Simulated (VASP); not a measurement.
Set up this calculation in VASP 6.6.1, as the native input.

- Task: electric field gradients
- Functional: LDA
- Potentials or basis: VASP PAW LDA potentials, release 64 (Be, Pd)
- Cutoff: 520 eV
- k mesh: 12 × 12 × 12
- Occupations: fermi-dirac, width 0.08 eV
- Spin: no spin polarisation
- Dipole correction: no
- Further INCAR settings: ALGO = Normal; EDIFF = 1e-08; NBANDS = 13

The structure of BePd lies in POSCAR:

```
BePd
1.0
    2.8130000000      0.0000000000      0.0000000000
    0.0000000000      2.8130000000      0.0000000000
    0.0000000000      0.0000000000      2.8411300000
Be Pd
1 1
Direct
    0.0000000000      0.0000000000      0.0000000000
    0.5000000000      0.5000000000      0.5000000000
```

This cell differs from its parent crystal: zz strain of +1 %.

The input as run:

INCAR

```
SYSTEM = BePd
PREC = Accurate
ENCUT = 520
EDIFF = 1E-8
ISMEAR = -1
SIGMA = 0.08
LREAL = .False.
LASPH = .True.
NELM = 100
ALGO = Normal
ISIF = 2
LWAVE = .False.
LCHARG = .False.
LEFG = .True.
NBANDS = 13
```

KPOINTS

```
Automatic mesh
0
Gamma
  12 12 12
  0 0 0
```

Potentials or basis: VASP PAW LDA potentials, release 64 (Be, Pd).

Launch:

```sh
$ cat potpaw_LDA.64/Be/POTCAR potpaw_LDA.64/Pd/POTCAR > POTCAR
$ mpirun -np 1 vasp_std > vasp.out
```

Results of the run:

The pressure is -9.0 GPa. The band gap on the k mesh is zero (band 6 reaches 14.30 eV, above the bottom of band 7 at 8.25 eV).

Caveat: the cell differs from its parent crystal (zz strain of +1 %); without QUAD_EFG the Cq values of the log hold for a quadrupole moment of 1 mb, not for the nuclei.

It took 35 s on 1 thread of AMD EPYC 7R13 Processor (Zen 3), with other jobs on the host, peak memory 0.14 GiB.
